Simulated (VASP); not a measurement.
**Sn: electric field gradients with PBE**

The system is Sn.

```xyz
2
Lattice="0.0000 3.2883 3.2883 3.2883 0.0000 3.2883 3.2883 3.2883 0.0000" Properties=species:S:1:pos:R:3 pbc="T T T"
Sn    3.2883    3.2883    3.2883
Sn    4.9325    4.9325    4.9325
```

This isn't the form of Sn at room conditions, which is tetragonal (white tin).

```json
{"Program": "VASP 6.6.1", "Task": "electric field gradients", "Functional": "PBE", "Potentials or basis": "VASP PAW PBE potentials, release 64 (Sn_d)", "Cutoff": "520 eV", "k mesh": "9 × 9 × 9", "Occupations": "fermi-dirac, width 0.03 eV", "Spin": "no spin polarisation", "Dipole correction": "no", "Further INCAR settings": "ALGO = Normal; EDIFF = 1e-08; NBANDS = 21"}
```

| Quantity | Value |
| --- | --- |
| Pressure | 1.3 GPa |
| Band gap on the k mesh | zero (bands 14 and 15 overlap by 0.15 eV) |
| Largest electric field gradient by atom | zero within the noise of the run |

Levels at points of the mesh, in eV from the Fermi level:
```csv
k point,band 12,band 13,band 14,band 15,band 16,band 17
"(0.00, 0.00, 0.00)",-0.85,0.15,0.15,0.15,2.22,2.22
```

Wall time 61 s on 1 thread of Intel Xeon 8259CL, with other jobs on the host, peak memory 0.22 GiB.

Caveat: spin-orbit coupling is left out, which moves the levels of the heavy elements.
